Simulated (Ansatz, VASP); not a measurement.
BaO: VASP beside Ansatz

```
Ba O
1.0
     0.00000    2.79039    2.79039
     2.79039    0.00000    2.79039
     2.79039    2.79039    0.00000
Ba O
1 1
Direct
  0.00000 0.00000 0.00000
  0.50000 0.50000 0.50000
```

Alike in both runs: task single point; functional PBEsol; k mesh 6 × 6 × 6; occupations gaussian, width 0.1 eV; no spin polarisation.

|  | VASP | Ansatz |
| --- | --- | --- |
| version | VASP 6.6.1 | Ansatz 0.2.0 |
| potentials or method | VASP PAW PBE potentials, release 64 (Ba_sv, O), cutoff 600 eV | scalar-relativistic, plane waves, PAW |
| valence electrons in the cell | 16 | 16 |

```csv
,VASP,Ansatz,Ansatz less VASP
gap on the k mesh at the Fermi level (eV),1.95,2.01,+0.063
least direct gap on the mesh (eV),1.95,2.01,+0.063
pressure (GPa),-1.9,-3.4,-1.53
```

VASP's potentials were made for PBE, not for PBEsol. With one functional, cell and mesh, what is left measures potentials, basis and numerics.

Neither program's run includes spin-orbit coupling.
